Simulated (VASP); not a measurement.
**From VASP inputs to Ansatz: CdSe (strained zincblende)**

INCAR

```
LCHARG = .FALSE.
ENCUT = 520
ISIF = 2
EDIFF = 1E-7
SIGMA = 0.02
IBRION = -1
GGA = PE
NELM = 120
LREAL = .FALSE.
NSW = 0
LWAVE = .FALSE.
ISMEAR = -1
NBANDS = 16
PREC = Accurate
LASPH = .TRUE.
```

KPOINTS

```
KPOINTS created by Atomic Simulation Environment
0
Gamma
8 8 8
0 0 0
```

KPOINTS_OPT

```
special points
6
Reciprocal
0.0000000000 0.0000000000 0.0000000000 1
-0.5000000000 -0.5000000000 0.0000000000 1
-0.3750000000 -0.3750000000 0.2500000000 1
-0.3750000000 0.0000000000 0.3750000000 1
0.0000000000 0.0000000000 0.5000000000 1
-0.5000000000 -0.2500000000 0.2500000000 1
```

POSCAR

```
Cd Se
 1.0000000000000000
     0.0000000000000000    3.0064253460999999    3.0064253460999999
     3.0064253460999999    0.0000000000000000    3.0064253460999999
     3.0064253460999999    3.0064253460999999    0.0000000000000000
 Cd  Se
   1   1
Cartesian
  0.0000000000000000  0.0000000000000000  0.0000000000000000
  1.5032126730499997  1.5032126730499997  1.5032126730499997
```

VASP ran with the recommended PBE PAW datasets (18 valence electrons in the cell).

Write an Ansatz input for this cell and level of theory.



```yaml
crystal:
  lattice:
    - [0.0, 3.0064253461, 3.0064253461]
    - [3.0064253461, 0.0, 3.0064253461]
    - [3.0064253461, 3.0064253461, 0.0]
  atoms:
    - { symbol: Cd, position: [0.0, 0.0, 0.0] }
    - { symbol: Se, position: [0.25, 0.25, 0.25] }
kpoints:
  mp_grid: { grid: [8, 8, 8] }
  band_path:
    path:
      - [0.0, 0.0, 0.0]
      - [-0.5, -0.5, 0.0]
      - [-0.375, -0.375, 0.25]
      - [-0.375, 0.0, 0.375]
      - [0.0, 0.0, 0.5]
      - [-0.5, -0.25, 0.25]
    npoints: 1
hamiltonian:
  xc: pbe
scf:
  occupations: { method: fermi_dirac, width: 0.02 }
  n_extra_bands: 4
output:
  forces: true
  stress: true
  eigenvalues: true
  write_density: true
  write_potential: true
  elf: true
  volumetric_format: npy
```

Other inputs would serve too.

|  | VASP | Ansatz |
| --- | --- | --- |
| gap between bands v and c | 0.68 eV | 0.68 eV |
| least direct gap | 0.68 eV | 0.68 eV |
| pressure | 5.3 GPa | 5.0 GPa |

Datasets and cutoffs are each program's own. VASP's cell holds 18 valence electrons and Ansatz's 36. Ansatz's stress includes a Pulay correction; VASP's doesn't.

VASP's potentials hold 18 valence electrons a cell and Ansatz's 36, so a difference between the two programs can come from the potentials and not from the codes.
